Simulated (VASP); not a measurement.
Input of a VASP 6.6.1 run:

Contents of INCAR:

```
PREC = Accurate
ENCUT = 520
EDIFF = 1E-6
ISMEAR = 0
SIGMA = 0.1
LREAL = F
LASPH = T
NELM = 80
ALGO = Normal
ISIF = 2
LWAVE = F
LCHARG = F
GGA = PE
NBANDS = 31
```

KPOINTS

```
Automatic mesh
0
Gamma
  12 12 4
```

File POSCAR:

```
Ru2S3
1.0
    3.5638840748      0.0000000000      0.0000000000
   -1.7819420374      3.0864141449      0.0000000000
    0.0000000000      0.0000000000      7.4372655043
Ru S
2 3
Direct
    0.0000000000      0.0000000000      0.2979104680
    0.0000000000      0.0000000000      0.7020895320
    0.6666666667      0.3333333333      0.1660512455
    0.6666666667      0.3333333333      0.8339487545
    0.3333333333      0.6666666667      0.5000000000
```

Potentials or basis: VASP PAW PBE potentials, release 64 (Ru_pv, S).

The run is started by

```sh
$ cat potpaw_PBE.64/Ru_pv/POTCAR potpaw_PBE.64/S/POTCAR > POTCAR
$ mpirun -np 1 vasp_std > vasp.out
```

Estimate the band gap on the k mesh.

zero (bands 23 and 24 overlap by 0.46 eV).

What does it give for the largest force?

0.017 eV/Å.

Predict the pressure.

-0.1 GPa.

Stress tensor (GPa, compression positive):
```
-0.18  0.00  0.00
 0.00 -0.18  0.00
 0.00  0.00 -0.08
```
